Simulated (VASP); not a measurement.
# Sb in VASP: further runs, part 2 of 3

VASP 6.6.1. Earlier steps stand in the parts before.

## (4) Single point, LDA

Input file INCAR:

```
PREC = Accurate ; ENCUT = 520
EDIFF = 1E-6 ; ISMEAR = 0
SIGMA = 0.01 ; LREAL = False
LASPH = True ; NELM = 100
ALGO = Normal ; ISIF = 2
LWAVE = False ; LCHARG = False
NBANDS = 8
```

Input file KPOINTS:

```
regular mesh
0
Gamma
  7 7 7
```

Input file POSCAR:

```
Sb
1.0
   -0.0167630000      2.3807070000      2.4016500000
    2.3697530000      0.0443490000      2.3405380000
    2.4096310000      2.3594730000      0.0044710000
Sb
1
Direct
   -0.0075380000      0.0130910000     -0.0107430000
```

Potentials or basis: VASP PAW LDA potentials, release 64 (Sb).

Launch:

```
> cat potpaw_LDA.64/Sb/POTCAR > POTCAR
> mpirun -np 1 vasp_std > vasp.out
```

OUTCAR:

```text
PREC = Accurate
   ENCUT = 520
   EDIFF = 1E-6
   ISMEAR = 0
   LREAL = False
   LASPH = True
   NELM = 100
   ISIF = 2

 ion  position               nearest neighbor table
   1  0.992  0.013  0.989-

  LATTYP: Found a triclinic cell.
 ALAT       =     5.8388054287
 B/A-ratio  =     0.5791785800
 C/A-ratio  =     2.3286727484
 COS(alpha) =     0.0005316146
 COS(beta)  =     0.4827991618
 COS(gamma) =     0.8703365527

  Lattice vectors:

 A1 = (  -2.4032790000,   4.7170650000,   2.4627620000)
 A2 = (  -0.0167630000,   2.3807070000,   2.4016500000)
 A3 = (  -9.4726600000,   6.8991420000,  -6.8949190000)

Analysis of symmetry for initial positions (statically):
=====================================================================
 Subroutine PRICEL returns:
 Original cell was already a primitive cell.

 Routine SETGRP: Setting up the symmetry group for a
 triclinic supercell.

 Subroutine GETGRP returns: Found  2 space group operations
 (whereof  1 operations were pure point group operations)
 out of a pool of  2 trial point group operations.

The static configuration has the point symmetry C_1 .
 The point group associated with its full space group is S_2 .

Analysis of symmetry for dynamics (positions and initial velocities):
=====================================================================
 Subroutine PRICEL returns:
 Original cell was already a primitive cell.

 Routine SETGRP: Setting up the symmetry group for a
 triclinic supercell.

 Subroutine GETGRP returns: Found  2 space group operations
 (whereof  1 operations were pure point group operations)
 out of a pool of  2 trial point group operations.

The dynamic configuration has the point symmetry C_1 .
 The point group associated with its full space group is S_2 .

 Subroutine INISYM returns: Found  2 space group operations
 (whereof  1 operations are pure point group operations),
 and found     1 'primitive' translations

----------------------------------------------------------------------------------------

                                     Primitive cell

  volume of cell :      26.6660

  direct lattice vectors                    reciprocal lattice vectors
    -0.016763000  2.380707000  2.401650000    -0.207089155  0.211101750  0.205674078
     2.369753000  0.044349000  2.340538000     0.212104767 -0.217024180  0.216612120
     2.409631000  2.359473000  0.004471000     0.204966095  0.214901120 -0.211596509

  length of vectors
     3.381711037  3.331038013  3.372455246     0.360210624  0.372838755  0.364645957

  position of ions in fractional coordinates (direct lattice)
     0.992462000  0.013091000  0.989257000

  ion indices of the primitive-cell ions
   primitive index   ion index
                 1           1

----------------------------------------------------------------------------------------

 KPOINTS: regular mesh

Automatic generation of k-mesh.
 Grid dimensions read from file:
 generate k-points for:    7    7    7

 Generating k-lattice:

  Cartesian coordinates                     Fractional coordinates (reciprocal lattice)
    -0.029584165  0.030157393  0.029382011     0.142857143 -0.000000000 -0.000000000
     0.030300681 -0.031003454  0.030944589     0.000000000  0.142857143  0.000000000
     0.029280871  0.030700160 -0.030228073     0.000000000  0.000000000  0.142857143

  Length of vectors
     0.051458661  0.053262679  0.052092280

  Shift w.r.t. Gamma in fractional coordinates (k-lattice)
     0.000000000  0.000000000  0.000000000

 Subroutine IBZKPT returns following result:
 ===========================================

 Found    172 irreducible k-points:

 Following reciprocal coordinates:
            Coordinates               Weight
  0.000000  0.000000  0.000000      1.000000
  0.142857  0.000000 -0.000000      2.000000
  0.285714  0.000000  0.000000      2.000000
  0.428571  0.000000  0.000000      2.000000
  0.000000  0.142857 -0.000000      2.000000
  0.142857  0.142857 -0.000000      2.000000
[... 16 lines left out ...]
 -0.428571  0.428571  0.000000      2.000000
 -0.285714  0.428571  0.000000      2.000000
 [... further k-points ...]
   k-points           NKPTS =    172   k-points in BZ     NKDIM =    172   number of bands    NBANDS=      8
   number of dos      NEDOS =    301   number of ions     NIONS =      1
   total plane-waves  NPLWV =  21952
   dimension x,y,z NGX =    28 NGY =   28 NGZ =   28
   dimension x,y,z NGXF=    56 NGYF=   56 NGZF=   56
   ions per type =               1
   NGX,Y,Z   is equivalent  to a cutoff of  13.76, 13.97, 13.80 a.u.
   NGXF,Y,Z  is equivalent  to a cutoff of  27.53, 27.95, 27.61 a.u.
 SYSTEM =  unknown system
   PREC   = accura    normal or accurate (medium, high low for compatibility)
   ISTART =      0    job   : 0-new  1-cont  2-samecut
   ICHARG =      2    charge: 1-file 2-atom 10-const
   ISPIN  =      1    spin polarized calculation?
   LNONCOLLINEAR =      F non collinear calculations
   LSORBIT =      F    spin-orbit coupling
   LASPH  =      T    aspherical Exc in radial PAW
   ENCUT  =  520.0 eV  38.22 Ry    6.18 a.u.   6.29  6.19  6.27*2*pi/ulx,y,z
   NELM   =    100;   NELMIN=  2; NELMDL= -5     # of ELM steps
   EDIFF  = 0.1E-05   stopping-criterion for ELM
   LREAL  =      F    real-space projection
[... 7 lines left out ...]
   TEBEG  =    0.0;   TEEND  =   0.0 temperature during run
   PSTRESS=    0.0 pullay stress
   NELECT =       5.0000    total number of electrons
   NUPDOWN=      -1.0000    fix difference up-down
   EMIN   =  10.00;   EMAX   =-10.00  energy-range for DOS
   EFERMI =   0.00;   METHOD = LEGACY
   ISMEAR =     0;   SIGMA  =   0.01  broadening in eV -4-tet -1-fermi 0-gaus
   EFERMI_NEDOS =   21; number of points for ismear=-14 and -15
   IALGO  =     38    algorithm
   IMIX   =      4    mixing-type and parameters
     AMIX     =   0.40;   BMIX     =  1.00
     AMIX_MAG =   1.60;   BMIX_MAG =  1.00
  volume/ion in A,a.u.               =      26.67       179.95
  Fermi-wavevector in a.u.,A,eV,Ry     =   0.937013  1.770698 11.945823  0.877993
  Thomas-Fermi vector in A             =   2.064081
   LORBIT       =      0    0 simple, 1 ext, 2 COOP (PROOUT), +10 PAW based schemes
   GGA     = CA    functional components
   LHFCALC =     F    Hartree Fock is set to
   AEXX    =    0.0000 exact exchange contribution
   IVDW    =     0    specifies the selected vdW correction
   LEPSILON=     F    determine dielectric tensor
   LRPA    =     F    only Hartree local field effects (RPA)
 non-spin polarized calculation
 Gauss-broadening in eV      SIGMA  =   0.01
  energy-cutoff  :      520.00
  volume of cell :       26.67
 maximum number of plane-waves:       730
 NGX is ok and might be reduce to    28
   NGX = 13   NGY = 13   NGZ = 13

 number of electron       5.0000000 magnetization

 Free energy of the ion-electron system (eV)
  ---------------------------------------------------
  ext. energy  EPLUGINS =         0.00000000
  ---------------------------------------------------
  free energy    TOTEN  =        -4.51749474 eV

  energy without entropy =       -4.51741139  energy(sigma->0) =       -4.51745307

 E-fermi :   8.3283     XC(G=0): -10.4165

 val. band max:        8.3225174877   @ k =   0.4286   0.1429   0.4286
 cond. band min:       8.3336575525   @ k =  -0.1429   0.1429   0.2857
 fundamental gap:      0.0111400648
 Fermi energy:         8.3283218922

 k-point     1 :       0.0000    0.0000    0.0000
  band No.  band energies     occupation
      1      -4.4905      2.00000
      2      13.4973      0.00000
      3      13.7396      0.00000
      4      14.2044      0.00000
      5      17.9830      0.00000
      6      18.2074      0.00000
      7      18.7074      0.00000
      8      18.9300      0.00000
[... 243 lines left out ...]
 k-point    24 :      -0.2857    0.4286    0.0000
  band No.  band energies     occupation
      1       0.5960      2.00000
      2       4.0808      2.00000
      3       6.5018      2.00000
      4       9.9211      0.00000
      5      13.8580      0.00000
      6      19.3259      0.00000
      7      21.0412      0.00000
      8      22.0283      0.00000

 [... further k-points ...]

------------------------ aborting loop because EDIFF is reached ----------------------------------------

  FORCE on cell =-STRESS in cart. coord.  units (eV):
  Direction    XX          YY          ZZ          XY          YZ          ZX
  --------------------------------------------------------------------------------------
  -------------------------------------------------------------------------------------
  Total       -0.2505415     -0.5795641     -0.5298246      0.1975564      0.2984168      0.0463532
  in kB      -15.0533267    -34.8220470    -31.8335409     11.8698120     17.9298280      2.7850443
  external PRESSURE =     -27.2363049 kB  Pullay stress =       0.0000000 kB

 VOLUME and BASIS-vectors are now :
 -----------------------------------------------------------------------------
  energy-cutoff  :      520.00
  volume of cell :       26.67
      direct lattice vectors                 reciprocal lattice vectors
    -0.016763000  2.380707000  2.401650000    -0.207089155  0.211101750  0.205674078
     2.369753000  0.044349000  2.340538000     0.212104767 -0.217024180  0.216612120
     2.409631000  2.359473000  0.004471000     0.204966095  0.214901120 -0.211596509

 POSITION                                       TOTAL-FORCE (eV/Angst)
 -----------------------------------------------------------------------------------
      2.39813      4.69747      2.41861         0.000000      0.000000     -0.000000
 -----------------------------------------------------------------------------------
    total drift:                                0.000002     -0.000001      0.000000

  FREE ENERGIE OF THE ION-ELECTRON SYSTEM (eV)
  ---------------------------------------------------
  free  energy   TOTEN  =        -4.5174947446 eV

  energy  without entropy=       -4.5174113880  energy(sigma->0) =       -4.51745307
```

OSZICAR:

```text
N       E                     dE             d eps       ncg     rms          rms(c)
DAV:   1     0.490526888890E+01    0.49053E+01   -0.16534E+03  2768   0.408E+02
DAV:   2    -0.440932523408E+01   -0.93146E+01   -0.89990E+01  3864   0.535E+01
DAV:   3    -0.452605857487E+01   -0.11673E+00   -0.11525E+00  3232   0.658E+00
DAV:   4    -0.452643758130E+01   -0.37901E-03   -0.37900E-03  4448   0.467E-01
DAV:   5    -0.452643823285E+01   -0.65155E-06   -0.65126E-06  3344   0.119E-02    0.181E+00
DAV:   6    -0.452059781327E+01    0.58404E-02   -0.27003E-03  3160   0.229E-01    0.103E+00
DAV:   7    -0.451751180475E+01    0.30860E-02   -0.49609E-03  3152   0.310E-01    0.325E-02
DAV:   8    -0.451749495541E+01    0.16849E-04   -0.47598E-05  3552   0.546E-02    0.809E-03
DAV:   9    -0.451749474456E+01    0.21085E-06   -0.45728E-07  4264   0.535E-03
   1 F= -.45174947E+01 E0= -.45174531E+01  d E =-.833565E-04
```

Run time: 32 s. Hardware: 1 thread of Intel Xeon 8259CL, shared host; peak memory 0.16 GiB.

What came out:

| Item | Value |
| --- | --- |
| Free energy | -4.5175 eV |
| Pressure | -2.7 GPa |
| Band gap on the k mesh | zero (an odd number of electrons rules out a gap without spin polarisation) |

Stress tensor (GPa, compression positive):
```
-1.51  1.19  0.28
 1.19 -3.48  1.79
 0.28  1.79 -3.18
```

Caveat: spin-orbit coupling is left out, which moves the levels of the heavy elements.

## (5) Single point, LDA

Input file INCAR:

```
PREC = Accurate
ENCUT = 520
EDIFF = 1E-6
ISMEAR = 0
SIGMA = 0.005
LREAL = False
LASPH = True
NELM = 100
ALGO = Normal
ISIF = 2
LWAVE = False
LCHARG = False
NBANDS = 8
```

KPOINTS is that of step 4.

POSCAR is that of step 4.

Launch:

```
> cat potpaw_LDA.64/Sb/POTCAR > POTCAR
> mpirun -np 1 vasp_std > vasp.out
```

It took 37 s on 1 thread of Intel Xeon 8259CL, shared host; peak memory 0.16 GiB.

The run converged. Its results:

| Quantity | Value |
| --- | --- |
| Free energy | -4.5175 eV |
| Pressure | -2.7 GPa |
| Band gap on the k mesh | zero (an odd number of electrons rules out a gap without spin polarisation) |

Stress tensor (GPa, compression positive):
```
-1.49  1.23  0.33
 1.23 -3.51  1.83
 0.33  1.83 -3.17
```

Levels at points of the mesh, in eV from the Fermi level:
```tsv
k point	band 1	band 2	band 3	band 4	band 5	band 6
(0.00, 0.00, 0.00)	-12.82	5.17	5.41	5.87	9.65	9.88
```

Caveat: spin-orbit coupling is left out, which moves the levels of the heavy elements.

(Part 2 of 3 ends here.)
